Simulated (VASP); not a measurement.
Write the native input for VASP 6.6.1 that does the following.

```
Task                   : relaxation of cell and atoms
Functional             : PBE
Potentials or basis    : VASP PAW PBE potentials, release 64 (Be, S)
Cutoff                 : 600 eV
k mesh                 : 4 × 4 × 4
Occupations            : gaussian, width 0.2 eV
Spin                   : no spin polarisation
Dipole correction      : no
Further INCAR settings : ALGO = Normal; EDIFF = 1e-07; IBRION = 2; EDIFFG = -0.08; NSW = 36; ISIF = 3
```

The structure of Be7S lies in POSCAR:

```
Be7S
1.0
    4.3216015100      0.0000000000      0.0000000000
   -2.1608007500      3.7426166900      0.0000000000
    0.0000000000      0.0000000000      4.7423346800
Be S
7 1
Direct
    0.5000000000      0.0000000000      0.7453063100
    0.0000000000      0.5000000000      0.7453063100
    0.5000000000      0.5000000000      0.7453063100
    0.0000000000      0.5000000000      0.2546936900
    0.5000000000      0.0000000000      0.2546936900
    0.5000000000      0.5000000000      0.2546936900
    0.0000000000      0.0000000000      0.0000000000
    0.0000000000      0.0000000000      0.5000000000
```

The cell was generated, and may not be a known phase.

One way to write it, as run:

INCAR

```
PREC     = Accurate       # precision mode
ENCUT    = 600            # plane-wave cutoff, eV
EDIFF    = 1E-7           # SCF threshold, eV
ISMEAR   = 0              # smearing method
SIGMA    = 0.2            # smearing width, eV
LREAL    = F              # projectors in reciprocal space
LASPH    = T              # aspherical terms in the spheres
NELM     = 120            # most SCF steps
ALGO     = Normal         # electronic algorithm
ISIF     = 3              # what is computed and relaxed
LWAVE    = F              # write WAVECAR
LCHARG   = F              # write CHGCAR
GGA      = PE             # functional
IBRION   = 2              # ionic algorithm
NSW      = 36             # ionic steps
EDIFFG   = -0.08          # ionic threshold
GGA_COMPAT= F            
NELMIN   = 4
```

KPOINTS

```
Automatic mesh
0
Gamma
  4 4 4
```

Potentials or basis: VASP PAW PBE potentials, release 64 (Be, S).

Run with:

```bash
$ cat potpaw_PBE.64/Be/POTCAR potpaw_PBE.64/S/POTCAR > POTCAR
$ mpirun -np 1 vasp_std > vasp.out
```

Results of the run:

```
Relaxed volume                        : 10.53 Å³/atom
Relaxed cell                          : a = 4.198 Å, b = 4.198 Å, c = 5.518 Å, α = 90.00°, β = 90.00°, γ = 120.00°
Space group after relaxing (to 0.1 Å) : P6/mmm (No. 191)
Energy gained by relaxing             : 103.1 meV/atom
Ionic steps                           : 20
Pressure after relaxing               : -0.5 GPa
Largest force after relaxing          : 0.047 eV/Å
Band gap on the k mesh                : 0.36 eV (least direct gap 0.44 eV)
```

Caveat: a cell axis changed by over 15 % at a fixed basis, so the end point is rough; the relaxation stopped at a loose force limit of 0.08 eV/Å, so its end isn't a converged minimum.

It took 5.1 min on 1 thread of Intel Xeon 8259CL, with other jobs on the host, peak memory 0.22 GiB.
